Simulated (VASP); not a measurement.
# LiCl (Fm-3m) in VASP: notebook

Runs on LiCl. Level: r2SCAN. Tasks: single point.

Program: VASP 6.6.1. These are calculated values, not measurements. Logs are shortened: lines on timing, memory, paths and dates and some standing lists are left out, and cuts for length are marked.

### 1 The cell of the first run

It takes space group Fm-3m (No. 225, cubic). Conventional cell: a = 5.095 Å, b = 5.095 Å, c = 5.095 Å, α = 90.00°, β = 90.00°, γ = 90.00°. Cl (site symmetry m-3m) has 6 Li at 2.55 Å within 3.4 Å. Li (site symmetry m-3m) has 6 Cl at 2.55 Å within 3.4 Å.

### 2 Single point, r2SCAN

The input, POSCAR:

```
LiCl
1.0
    0.0000000000      2.5475562599      2.5475562599
    2.5475562599      0.0000000000      2.5475562599
    2.5475562599      2.5475562599      0.0000000000
Cl Li
1 1
Direct
    0.5000000000      0.5000000000      0.5000000000
    0.0000000000      0.0000000000      0.0000000000
```

The input, INCAR.step1:

```
  PREC = Accurate
  ENCUT = 520
  ISMEAR = -1
  SIGMA = 0.05
  LREAL = False
  LASPH = True
  NELM = 80
  NBANDS = 12
  GGA = PE
  ALGO = Normal
  EDIFF = 1E-4
  LWAVE = True
  LCHARG = False
```

The input, INCAR.step2:

```
  PREC = Accurate
  ENCUT = 520
  EDIFF = 1E-6
  ISMEAR = -1
  SIGMA = 0.05
  LREAL = False
  LASPH = True
  NELM = 80
  ALGO = Normal
  ISIF = 2
  LWAVE = False
  LCHARG = True
  METAGGA = R2SCAN
  LMIXTAU = True
  LELF = True
  LVHAR = True
  NBANDS = 12
  ISTART = 1
```

The input, KPOINTS:

```
regular mesh
0
Gamma
  9 9 9
```

Potentials or basis: VASP PAW PBE potentials, release 64 (Cl, Li_sv).

The run is started by

```bash
$ cat potpaw_PBE.64/Cl/POTCAR potpaw_PBE.64/Li_sv/POTCAR > POTCAR
$ cp INCAR.step1 INCAR
$ mpirun -np 1 vasp_std > vasp.out
$ cp INCAR.step2 INCAR
$ mpirun -np 1 vasp_std > vasp.out
```

OUTCAR:

```text
PREC = Accurate
   ENCUT = 520
   EDIFF = 1E-6
   ISMEAR = -1
   LREAL = False
   LASPH = True
   NELM = 80
   ISIF = 2
   METAGGA = R2SCAN
   ISTART = 1

 ion  position               nearest neighbor table
   1  0.500  0.500  0.500-   2 2.55   2 2.55   2 2.55   2 2.55   2 2.55   2 2.55
   2  0.000  0.000  0.000-   1 2.55   1 2.55   1 2.55   1 2.55   1 2.55   1 2.55

  LATTYP: Found a face centered cubic cell.
 ALAT       =     5.0951125198

  Lattice vectors:

 A1 = (   0.0000000000,   2.5475562599,   2.5475562599)
 A2 = (   2.5475562599,   0.0000000000,   2.5475562599)
 A3 = (   2.5475562599,   2.5475562599,   0.0000000000)

Analysis of symmetry for initial positions (statically):
=====================================================================
 Subroutine PRICEL returns:
 Original cell was already a primitive cell.

 Routine SETGRP: Setting up the symmetry group for a
 face centered cubic supercell.

 Subroutine GETGRP returns: Found 48 space group operations
 (whereof 48 operations were pure point group operations)
 out of a pool of 48 trial point group operations.

The static configuration has the point symmetry O_h .

Analysis of symmetry for dynamics (positions and initial velocities):
=====================================================================
 Subroutine PRICEL returns:
 Original cell was already a primitive cell.

 Routine SETGRP: Setting up the symmetry group for a
 face centered cubic supercell.

 Subroutine GETGRP returns: Found 48 space group operations
 (whereof 48 operations were pure point group operations)
 out of a pool of 48 trial point group operations.

The dynamic configuration has the point symmetry O_h .

 Subroutine INISYM returns: Found 48 space group operations
 (whereof 48 operations are pure point group operations),
 and found     1 'primitive' translations

----------------------------------------------------------------------------------------

                                     Primitive cell

  volume of cell :      33.0675

  direct lattice vectors                    reciprocal lattice vectors
     0.000000000  2.547556260  2.547556260    -0.196266519  0.196266519  0.196266519
     2.547556260  0.000000000  2.547556260     0.196266519 -0.196266519  0.196266519
     2.547556260  2.547556260  0.000000000     0.196266519  0.196266519 -0.196266519

  length of vectors
     3.602788614  3.602788614  3.602788614     0.339943583  0.339943583  0.339943583

  position of ions in fractional coordinates (direct lattice)
     0.500000000  0.500000000  0.500000000
     0.000000000  0.000000000  0.000000000

  ion indices of the primitive-cell ions
   primitive index   ion index
                 1           1
                 2           2

----------------------------------------------------------------------------------------

 KPOINTS: regular mesh

Automatic generation of k-mesh.
 Grid dimensions read from file:
 generate k-points for:    9    9    9

 Generating k-lattice:

  Cartesian coordinates                     Fractional coordinates (reciprocal lattice)
    -0.021807391  0.021807391  0.021807391     0.111111111  0.000000000  0.000000000
     0.021807391 -0.021807391  0.021807391     0.000000000  0.111111111  0.000000000
     0.021807391  0.021807391 -0.021807391     0.000000000  0.000000000  0.111111111

  Length of vectors
     0.037771509  0.037771509  0.037771509

  Shift w.r.t. Gamma in fractional coordinates (k-lattice)
     0.000000000  0.000000000  0.000000000

 Subroutine IBZKPT returns following result:
 ===========================================

 Found     35 irreducible k-points:

 Following reciprocal coordinates:
            Coordinates               Weight
  0.000000  0.000000  0.000000      1.000000
  0.111111  0.000000  0.000000      8.000000
  0.222222  0.000000  0.000000      8.000000
  0.333333  0.000000  0.000000      8.000000
  0.444444  0.000000  0.000000      8.000000
  0.111111  0.111111  0.000000      6.000000
[... 16 lines left out ...]
 -0.333333  0.333333  0.000000     12.000000
  0.444444  0.444444  0.000000      6.000000
 [... further k-points ...]
   k-points           NKPTS =     35   k-points in BZ     NKDIM =     35   number of bands    NBANDS=     12
   number of dos      NEDOS =    301   number of ions     NIONS =      2
   total plane-waves  NPLWV =  21952
   dimension x,y,z NGX =    28 NGY =   28 NGZ =   28
   dimension x,y,z NGXF=    56 NGYF=   56 NGZF=   56
   ions per type =               1   1
   NGX,Y,Z   is equivalent  to a cutoff of  12.92, 12.92, 12.92 a.u.
   NGXF,Y,Z  is equivalent  to a cutoff of  25.84, 25.84, 25.84 a.u.
 SYSTEM =  unknown system
   PREC   = accura    normal or accurate (medium, high low for compatibility)
   ISTART =      1    job   : 0-new  1-cont  2-samecut
   ICHARG =      0    charge: 1-file 2-atom 10-const
   ISPIN  =      1    spin polarized calculation?
   LNONCOLLINEAR =      F non collinear calculations
   LSORBIT =      F    spin-orbit coupling
   LASPH  =      T    aspherical Exc in radial PAW
   ENCUT  =  520.0 eV  38.22 Ry    6.18 a.u.   6.70  6.70  6.70*2*pi/ulx,y,z
   NELM   =     80;   NELMIN=  2; NELMDL=  0     # of ELM steps
   EDIFF  = 0.1E-05   stopping-criterion for ELM
   LREAL  =      F    real-space projection
   EDIFFG = 0.1E-04   stopping-criterion for IOM
   NSW    =      0    number of steps for IOM
   IBRION =     -1    ionic relax: 0-MD 1-quasi-New 2-CG
   NFREE  =      0    steps in history (QN), initial steepest desc. (CG)
   ISIF   =      2    stress and relaxation
   ISYM   =      2    0-nonsym 1-usesym 2-fastsym
   POTIM  = 0.5000    time-step for ionic-motion
   TEBEG  =    0.0;   TEEND  =   0.0 temperature during run
   PSTRESS=    0.0 pullay stress
   NELECT =      10.0000    total number of electrons
   NUPDOWN=      -1.0000    fix difference up-down
   EMIN   =  10.00;   EMAX   =-10.00  energy-range for DOS
   EFERMI =   0.00;   METHOD = LEGACY
   ISMEAR =    -1;   SIGMA  =   0.05  broadening in eV -4-tet -1-fermi 0-gaus
   EFERMI_NEDOS =   21; number of points for ismear=-14 and -15
   IALGO  =     38    algorithm
   IMIX   =      4    mixing-type and parameters
     AMIX     =   0.40;   BMIX     =  1.00
     AMIX_MAG =   1.60;   BMIX_MAG =  1.00
  volume/ion in A,a.u.               =      16.53       111.58
  Fermi-wavevector in a.u.,A,eV,Ry     =   1.098857  2.076538 16.428844  1.207486
  Thomas-Fermi vector in A             =   2.235241
   LORBIT       =      0    0 simple, 1 ext, 2 COOP (PROOUT), +10 PAW based schemes
   METAGGA = R2SCAN    functional components
   LHFCALC =     F    Hartree Fock is set to
   AEXX    =    0.0000 exact exchange contribution
   IVDW    =     0    specifies the selected vdW correction
   LEPSILON=     F    determine dielectric tensor
   LRPA    =     F    only Hartree local field effects (RPA)
 non-spin polarized calculation
  energy-cutoff  :      520.00
  volume of cell :       33.07
 maximum number of plane-waves:       907
   NGX = 13   NGY = 13   NGZ = 13

 number of electron      10.0000000 magnetization

 Free energy of the ion-electron system (eV)
  ---------------------------------------------------
  ext. energy  EPLUGINS =         0.00000000
  ---------------------------------------------------
  free energy    TOTEN  =       -12.58853279 eV

  energy without entropy =      -12.58853279  energy(sigma->0) =      -12.58853279

 E-fermi :   1.5948     XC(G=0):  -9.2576

 val. band max:        0.3429340726   @ k =   0.0000   0.0000   0.0000
 cond. band min:       7.7681892195   @ k =   0.0000   0.0000   0.0000
 fundamental gap:      7.4252551470
 Fermi energy:         1.5947532356

 k-point     1 :       0.0000    0.0000    0.0000
  band No.  band energies     occupation
      1     -44.4393      2.00000
      2     -13.7143      2.00000
      3       0.3429      2.00000
      4       0.3429      2.00000
      5       0.3429      2.00000
      6       7.7682      0.00000
      7      13.0211      0.00000
      8      13.0211      0.00000
      9      13.0212      0.00000
     10      15.7760      0.00000
     11      15.7760      0.00000
     12      16.3307      0.00000

 k-point     2 :       0.1111    0.0000    0.0000
  band No.  band energies     occupation
      1     -44.4390      2.00000
      2     -13.6500      2.00000
      3      -0.0889      2.00000
      4       0.3066      2.00000
      5       0.3066      2.00000
      6       8.1409      0.00000
      7      12.3916      0.00000
      8      13.0521      0.00000
      9      13.0522      0.00000
     10      14.4435      0.00000
     11      14.4437      0.00000
     12      16.6975      0.00000

 k-point     3 :       0.2222    0.0000    0.0000
  band No.  band energies     occupation
      1     -44.4382      2.00000
      2     -13.4795      2.00000
      3      -1.0334      2.00000
      4       0.2188      2.00000
      5       0.2188      2.00000
      6       8.5437      0.00000
      7      12.1474      0.00000
      8      12.1759      0.00000
      9      12.1762      0.00000
     10      14.8518      0.00000
     11      14.8518      0.00000
     12      17.1937      0.00000

 k-point     4 :       0.3333    0.0000    0.0000
  band No.  band energies     occupation
      1     -44.4372      2.00000
      2     -13.2709      2.00000
      3      -1.9570      2.00000
      4       0.1253      2.00000
      5       0.1253      2.00000
      6       8.2669      0.00000
      7      11.2296      0.00000
      8      11.2300      0.00000
      9      13.2488      0.00000
     10      16.3478      0.00000
     11      16.3478      0.00000
     12      17.7592      0.00000

 k-point     5 :       0.4444    0.0000    0.0000
  band No.  band energies     occupation
      1     -44.4365      2.00000
      2     -13.1248      2.00000
      3      -2.5089      2.00000
      4       0.0677      2.00000
      5       0.0677      2.00000
      6       7.9478      0.00000
      7      10.7273      0.00000
      8      10.7276      0.00000
      9      14.5469      0.00000
     10      18.0655      0.00000
     11      18.0655      0.00000
     12      18.4082      0.00000
[... 228 lines left out ...]
      1     -44.4360      2.00000
      2     -12.9561      2.00000
      3      -2.3023      2.00000
      4      -0.8421      2.00000
      5      -0.6439      2.00000
      6       9.4163      0.00000
      7       9.9197      0.00000
      8      12.6298      0.00000
      9      14.3425      0.00000
     10      15.5856      0.00000
     11      18.7480      0.00000
     12      20.3895      0.00000

 k-point    22 :      -0.4444    0.3333    0.0000
  band No.  band energies     occupation
      1     -44.4357      2.00000
      2     -12.8842      2.00000
      3      -2.3231      2.00000
      4      -1.3212      2.00000
      5      -0.5645      2.00000
      6       9.2698      0.00000
      7      10.8701      0.00000
      8      12.7727      0.00000
      9      13.3274      0.00000
     10      15.8526      0.00000
     11      18.7546      0.00000
     12      20.2890      0.00000

 k-point    23 :      -0.3333    0.3333    0.0000
  band No.  band energies     occupation
      1     -44.4358      2.00000
      2     -12.9148      2.00000
      3      -1.9421      2.00000
      4      -1.7695      2.00000
      5      -0.3469      2.00000
      6       9.3027      0.00000
      7      11.9877      0.00000
      8      12.2915      0.00000
      9      12.3291      0.00000
     10      16.0867      0.00000
     11      17.3556      0.00000
     12      20.2697      0.00000

 k-point    24 :       0.4444    0.4444    0.0000
  band No.  band energies     occupation
      1     -44.4357      2.00000
      2     -12.8701      2.00000
      3      -2.5960      2.00000
      4      -0.7890      2.00000
      5      -0.7889      2.00000
      6       9.2173      0.00000
      7       9.3071      0.00000
      8      13.7973      0.00000
      9      15.7261      0.00000
     10      15.7264      0.00000
     11      18.1417      0.00000
     12      20.1472      0.00000

 [... further k-points ...]

------------------------ aborting loop because EDIFF is reached ----------------------------------------

  FORCE on cell =-STRESS in cart. coord.  units (eV):
  Direction    XX          YY          ZZ          XY          YZ          ZX
  --------------------------------------------------------------------------------------
  -------------------------------------------------------------------------------------
  Total       -0.0180426     -0.0180426     -0.0180426     -0.0000000      0.0000000     -0.0000000
  in kB       -0.8741945     -0.8741945     -0.8741945     -0.0000000      0.0000000     -0.0000000
  external PRESSURE =      -0.8741945 kB  Pullay stress =       0.0000000 kB

 VOLUME and BASIS-vectors are now :
 -----------------------------------------------------------------------------
  energy-cutoff  :      520.00
  volume of cell :       33.07
      direct lattice vectors                 reciprocal lattice vectors
     0.000000000  2.547556260  2.547556260    -0.196266519  0.196266519  0.196266519
     2.547556260  0.000000000  2.547556260     0.196266519 -0.196266519  0.196266519
     2.547556260  2.547556260  0.000000000     0.196266519  0.196266519 -0.196266519

 POSITION                                       TOTAL-FORCE (eV/Angst)
 -----------------------------------------------------------------------------------
      2.54756      2.54756      2.54756        -0.000000     -0.000000     -0.000000
      0.00000      0.00000      0.00000         0.000000      0.000000      0.000000
 -----------------------------------------------------------------------------------
    total drift:                                0.000000      0.000000      0.000000

  FREE ENERGIE OF THE ION-ELECTRON SYSTEM (eV)
  ---------------------------------------------------
  free  energy   TOTEN  =       -12.5885327938 eV

  energy  without entropy=      -12.5885327938  energy(sigma->0) =      -12.58853279
```

Wall time 90 s (1 thread of Intel Xeon 8259CL, shared host); peak memory 0.16 GiB.

What came out:

```yaml
Free_energy: -12.5885 eV
Band_gap_on_the_k_mesh: 7.43 eV, direct
```

Caveat: the cutoff is under 1.25 times the usual one of these potentials, so pressure, stress and relaxed cells hold a basis-set (Pulay) error; the PAW data sets were made with another functional, which shifts forces and pressure a little. A k mesh can miss the band edges.

[end of part 1 of 3]
